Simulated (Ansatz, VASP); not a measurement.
# CoO in VASP and in Ansatz

```
Co O
1.0
    -1.50800    1.50800    2.10725
     1.50800   -1.50800    2.10725
     1.50800    1.50800   -2.10725
Co O
1 1
Direct
  0.00000 0.00000 0.00000
  0.50000 0.50000 0.00000
```

Alike in both runs: task single point; functional PBE; k mesh 14 × 14 × 14; occupations gaussian, width 0.05 eV; collinear spin.

|  | VASP | Ansatz |
| --- | --- | --- |
| version | VASP 6.6.1 | Ansatz 0.2.0 |
| potentials or method | VASP PAW PBE potentials, release 64 (Co, O), cutoff 520 eV | scalar-relativistic, plane waves, PAW |
| valence electrons in the cell | 15 | 23 |

|  | VASP | Ansatz | Ansatz less VASP |
| --- | --- | --- | --- |
| gap on the k mesh at the Fermi level (eV) | none | none | - |
| pressure (GPa) | -0.5 | 0.1 | +0.61 |
| traceless stress, the component that is largest in VASP (GPa) | 0.06 | 0.11 | +0.047 |
| net moment per atom (μB) | 1.46 | 1.47 | +0.016 |
| size of the moment on the site where the two differ most (μB) | 2.56 | 2.50 | -0.066 |

Site moments also hang on the region over which each program counts them. A gap of «none» marks a metal or a gap that the smearing closes. The functional is the same, so the differences come from potentials, cutoffs and numerics. VASP's potentials hold 15 valence electrons a cell and Ansatz's 23, so a difference there can come from the potentials and not from the codes. Ansatz's warnings: stability check not made.
